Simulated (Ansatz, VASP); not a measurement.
## ZnGa2O2 in VASP and in Ansatz

```xyz
5
Lattice="5.2848 0.0000 0.0000 -2.6424 4.5768 0.0000 0.0000 0.0000 3.6272" Properties=species:S:1:pos:R:3 pbc="T T T"
Zn    0.0000    0.0000    0.0000
Ga    0.0000    3.0512    0.0000
Ga    2.6424    1.5256    0.0000
O     0.0000    3.0512    1.8136
O     2.6424    1.5256    1.8136
```

Alike in both runs: task single point; functional PBE; k mesh 6 × 6 × 6; occupations gaussian, width 0.1 eV; collinear spin.

```csv
,VASP,Ansatz
version,VASP 6.6.1,Ansatz 0.2.0
potentials or method,"VASP PAW PBE potentials, release 64 (Zn, Ga_d, O), cutoff 520 eV","scalar-relativistic, plane waves, PAW"
valence electrons in the cell,50,50
```

VASP gave:

- gap on the k mesh at the Fermi level (eV): none
- pressure (GPa): 0.1
- traceless stress, the component that is largest in VASP (GPa): 0.09
- net moment per atom (μB): 0.03

Estimate Ansatz's values.

gap on the k mesh at the Fermi level (eV): none; pressure (GPa): 0.1; traceless stress, the component that is largest in VASP (GPa): -0.26; net moment per atom (μB): 0.04.

A gap of «none» marks a metal or a gap that the smearing closes. The functional is the same, so the differences come from potentials, cutoffs and numerics. Ansatz's warnings: seeded moment not kept.
